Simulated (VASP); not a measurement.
Wanted: the native input for a VASP 6.6.1 run.

- Task: electric field gradients
- Functional: LDA
- Potentials or basis: VASP PAW LDA potentials, release 64 (Hf_pv)
- Cutoff: 520 eV
- k mesh: 14 × 14 × 14
- Occupations: fermi-dirac, width 0.05 eV
- Spin: no spin polarisation
- Dipole correction: no
- Further INCAR settings: ALGO = Normal; EDIFF = 1e-08; NBANDS = 11

The structure of Hf lies in POSCAR:

```
Hf
1.0
   -1.7964725258      1.7964725258      1.7964725258
    1.7964725258     -1.7964725258      1.7964725258
    1.7964725258      1.7964725258     -1.7964725258
Hf
1
Direct
    0.0000000000      0.0000000000      0.0000000000
```

This cell differs from its parent crystal: volume scaled by 1.05.

One way to write it, as run:

INCAR

```
PREC = Accurate
ENCUT = 520
EDIFF = 1E-8
ISMEAR = -1
SIGMA = 0.05
LREAL = False
LASPH = True
NELM = 80
ALGO = Normal
ISIF = 2
LWAVE = False
LCHARG = False
LEFG = True
NBANDS = 11
```

KPOINTS

```
regular mesh
0
Gamma
  14 14 14
```

Potentials or basis: VASP PAW LDA potentials, release 64 (Hf_pv).

The run is started by

```sh
$ cat potpaw_LDA.64/Hf_pv/POTCAR > POTCAR
$ mpirun -np 1 vasp_std > vasp.out
```

Results of the run:

| Quantity | Value |
| --- | --- |
| Pressure | -11.7 GPa |
| Band gap on the k mesh | zero (band 5 reaches 5.62 eV, above the bottom of band 6 at 3.49 eV) |

Caveat: without QUAD_EFG the Cq values of the log hold for a quadrupole moment of 1 mb, not for the nuclei; spin-orbit coupling is left out, which moves the levels of the heavy elements.

Run time: 18 s on 1 thread of Intel Xeon 8259CL, with other jobs on the host, peak memory 0.15 GiB.
